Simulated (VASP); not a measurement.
Wanted: the native input for a VASP 6.6.1 run.

```yaml
Task: single point
Functional: PBE
Potentials_or_basis: VASP PAW PBE potentials, release 64 (Cu, O)
Cutoff: 600 eV
k_mesh: 2 × 2 × 2
Occupations: gaussian, width 0.01 eV
Spin: no spin polarisation
Dipole_correction: no
Further_INCAR_settings: ALGO = Normal; EDIFF = 1e-06; NBANDS = 37
```

The structure of Cu2O lies in POSCAR:

```
Cu2O
1.0
    4.2700000000      0.0000000000      0.0000000000
    0.0000000000      4.2700000000      0.0000000000
    0.0000000000      0.0000000000      4.2700000000
Cu O
4 2
Direct
    0.2500000000      0.2500000000      0.2500000000
    0.2500000000      0.7500000000      0.7500000000
    0.7500000000      0.2500000000      0.7500000000
    0.7500000000      0.7500000000      0.2500000000
    0.0000000000      0.0000000000      0.0000000000
    0.5000000000      0.5000000000      0.5000000000
```

One way to write it, as run:

INCAR

```
SYSTEM = Cu2O
PREC = Accurate
ENCUT = 600
EDIFF = 1E-6
ISMEAR = 0
SIGMA = 0.01
LREAL = .False.
LASPH = .True.
NELM = 120
ALGO = Normal
ISIF = 2
LWAVE = .False.
LCHARG = .False.
GGA = PE
NBANDS = 37
GGA_COMPAT = .False.
```

KPOINTS

```
regular mesh
0
Gamma
  2 2 2
  0 0 0
```

Potentials or basis: VASP PAW PBE potentials, release 64 (Cu, O).

Launch:

```bash
$ cat potpaw_PBE.64/Cu/POTCAR potpaw_PBE.64/O/POTCAR > POTCAR
$ mpirun -np 1 vasp_std > vasp.out
```

Results of the run:

```
Pressure               : 5.2 GPa
Band gap on the k mesh : 0.53 eV, direct
```

Caveat: the k points lie up to 0.74 Å⁻¹ apart.

Wall time 36 s on 1 thread of Intel Xeon 8259CL (shared host), peak memory 0.2 GiB.
